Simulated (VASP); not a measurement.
Set up this calculation in VASP 6.6.1, as the native input.

* Task: single point
* Functional: PBEsol
* Potentials or basis: VASP PAW PBE potentials, release 64 (Si, W_sv)
* Cutoff: 520 eV
* k mesh: 13 × 13 × 13
* Occupations: fermi-dirac, width 0.05 eV
* Spin: no spin polarisation
* Dipole correction: no
* Further INCAR settings: ALGO = Normal; EDIFF = 1e-06; NBANDS = 18

The structure of Si2W lies in POSCAR:

```
Si2W
1.0
   -1.6069000000      1.6069000000      3.9149500000
    1.6069000000     -1.6069000000      3.9149500000
    1.6069000000      1.6069000000     -3.9149500000
Si W
2 1
Direct
    0.4041260000      0.4041260000      0.0000000000
    0.5958740000      0.5958740000      0.0000000000
    0.0000000000      0.0000000000      0.0000000000
```

This cell differs from its parent crystal: shortest bond scaled by 0.58.

One way to write it, as run:

INCAR

```
SYSTEM = Si2W
  PREC = Accurate
  ENCUT = 520
  EDIFF = 1E-6
  ISMEAR = -1
  SIGMA = 0.05
  LREAL = .False.
  LASPH = .True.
  NELM = 80
  ALGO = Normal
  ISIF = 2
  LWAVE = .False.
  LCHARG = .False.
  GGA = PS
  NBANDS = 18
```

KPOINTS

```
Automatic mesh
0
Gamma
  13 13 13
  0 0 0
```

Potentials or basis: VASP PAW PBE potentials, release 64 (Si, W_sv).

Launch:

```console
$ cat potpaw_PBE.64/Si/POTCAR potpaw_PBE.64/W_sv/POTCAR > POTCAR
$ mpirun -np 1 vasp_std > vasp.out
```

Results of the run:

```yaml
Pressure: 109.9 GPa
Largest_force: 46.019 eV/Å
Band_gap_on_the_k_mesh: zero (band 11 reaches 12.29 eV, above the bottom of band 12 at 9.75 eV)
```

Caveat: the cell differs from its parent crystal (shortest bond scaled by 0.58); the PAW data sets were made with another functional, which shifts forces and pressure a little; spin-orbit coupling is left out, which moves the levels of the heavy elements.

It took 85 s on 1 thread of Intel(R) Xeon(R) 6975P-C (Granite Rapids), on a shared host, peak memory 0.3 GiB.
